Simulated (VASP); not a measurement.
Wanted: the native input for a VASP 6.6.1 run.

```yaml
Task: single point
Functional: PBEsol
Potentials_or_basis: VASP PAW PBE potentials, release 64 (Sb, Ga_d)
Cutoff: 520 eV
k_mesh: 9 × 9 × 9
Occupations: fermi-dirac, width 0.05 eV
Spin: no spin polarisation
Dipole_correction: no
Further_INCAR_settings: ALGO = Fast; EDIFF = 1e-07; NBANDS = 30
```

The structure of Ga3Sb lies in POSCAR:

```
Ga3Sb
1.0
   -2.1730960988      2.1730960988      4.7920113029
    2.1730960988     -2.1730960988      4.7920113029
    2.1730960988      2.1730960988     -4.7920113029
Sb Ga
1 3
Direct
    0.0000000000      0.0000000000      0.0000000000
    0.5000000000      0.5000000000      0.0000000000
    0.2500000000      0.7500000000      0.5000000000
    0.7500000000      0.2500000000      0.5000000000
```

This cell differs from its parent crystal: volume scaled by 1.02.

One way to write it, as run:

INCAR

```
SYSTEM = Ga3Sb
  PREC = Accurate
  ENCUT = 520
  EDIFF = 1E-7
  ISMEAR = -1
  SIGMA = 0.05
  LREAL = .FALSE.
  LASPH = .TRUE.
  NELM = 100
  ALGO = Fast
  ISIF = 2
  LWAVE = .FALSE.
  LCHARG = .FALSE.
  GGA = PS
  NBANDS = 30
```

KPOINTS

```
Automatic mesh
0
G
  9 9 9
  0 0 0
```

Potentials or basis: VASP PAW PBE potentials, release 64 (Sb, Ga_d).

Run with:

```console
$ cat potpaw_PBE.64/Sb/POTCAR potpaw_PBE.64/Ga_d/POTCAR > POTCAR
$ mpirun -np 1 vasp_std > vasp.out
```

Results of the run:

```json
{
 "Pressure": "-4.2 GPa",
 "Band gap on the k mesh": "zero (band 22 reaches 7.33 eV, above the bottom of band 23 at 3.87 eV)"
}
```

Caveat: the PAW data sets were made with another functional, which shifts forces and pressure a little; spin-orbit coupling is left out, which moves the levels of the heavy elements.

Wall time 4.3 min on 1 thread of AMD EPYC 7R43 64-Core Processor (Zen 3), on a shared host, peak memory 0.33 GiB.
